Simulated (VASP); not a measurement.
## Re: single point with LDA

Re:

```
Re
1.0
     2.73755    0.00000    0.00000
    -1.36877    2.37079    0.00000
     0.00000    0.00000    4.41485
Re
2
Direct
  0.33333 0.66667 0.25000
  0.66667 0.33333 0.75000
```

* Program: VASP 6.6.1
* Task: single point
* Functional: LDA
* Potentials or basis: VASP PAW LDA potentials, release 64 (Re_sv_GW)
* Cutoff: 500 eV
* k mesh: 9 × 9 × 4
* Occupations: gaussian, width 0.1 eV
* Spin: no spin polarisation

* Pressure: -0.9 GPa
* Band gap on the k mesh: zero (band 15 reaches 14.45 eV, above the bottom of band 16 at 11.44 eV)

Levels at points of the mesh, in eV from the Fermi level:
| k point | band 13 | band 14 | band 15 | band 16 | band 17 | band 18 |
| --- | --- | --- | --- | --- | --- | --- |
| (0.00, 0.00, 0.00) | -1.66 | -0.81 | -0.81 | 0.14 | 0.14 | 0.82 |
| (0.00, 0.00, 0.50) | -1.82 | -1.82 | -1.82 | -1.82 | 2.63 | 2.63 |

It took 15 s on 1 thread of Intel(R) Xeon(R) Platinum 8259CL CPU @ 2.50GHz (Skylake/Cascade Lake), on a shared host, peak memory 0.14 GiB.

Caveat: spin-orbit coupling is left out, which moves the levels of the heavy elements.
